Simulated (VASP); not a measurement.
**Cd: single point with PBEsol**

Crystal: Cd.

```
CELL_PARAMETERS angstrom
3.07674 0.00000 0.00000
-1.53837 2.66453 0.00000
0.00000 0.00000 10.21920
ATOMIC_POSITIONS crystal
Cd 0.00000 0.00000 0.01356
Cd 0.33333 0.66667 0.25000
Cd 0.00000 0.00000 0.48644
Cd 0.66667 0.33333 0.75000
```

This cell differs from its parent crystal: strained and its atoms moved.

- Program: VASP 6.6.1
- Task: single point
- Functional: PBEsol
- Potentials or basis: VASP PAW PBE potentials, release 64 (Cd)
- Cutoff: 520 eV
- k mesh: 15 × 15 × 4
- Occupations: gaussian, width 0.1 eV
- Spin: no spin polarisation
- Dipole correction: no
- Further INCAR settings: ALGO = Fast; EDIFF = 1e-06; NBANDS = 32

```
Pressure               : 0.7 GPa
Largest force          : 0.403 eV/Å
Band gap on the k mesh : zero (bands 24 and 25 overlap by 2.96 eV)
```

Forces on the atoms (eV/Å):
```
Cd   0.000  0.000 -0.403
Cd   0.000  0.000  0.000
Cd   0.000  0.000  0.403
Cd   0.000  0.000  0.000
```

Stress tensor (GPa, compression positive):
```
0.41 0.00 0.00
0.00 0.41 0.00
0.00 0.00 1.22
```

Levels at points of the mesh, in eV from the Fermi level:
| k point | band 20 | band 21 | band 22 | band 23 | band 24 | band 25 | band 26 | band 27 | band 28 | band 29 |
| --- | --- | --- | --- | --- | --- | --- | --- | --- | --- | --- |
| (0.00, 0.00, 0.00) | -8.43 | -8.43 | -7.44 | -7.39 | -2.70 | -1.61 | 5.88 | 6.10 | 12.96 | 12.96 |
| (0.00, 0.00, 0.50) | -8.50 | -8.50 | -8.50 | -5.42 | -5.02 | 1.33 | 1.96 | 10.24 | 11.34 | 13.13 |

Run time: 2.1 min on 1 thread of Intel(R) Xeon(R) Platinum 8488C (Sapphire Rapids) (shared host), peak memory 0.3 GiB.

Caveat: the cell differs from its parent crystal (strained and its atoms moved); the PAW data sets were made with another functional, which shifts forces and pressure a little.
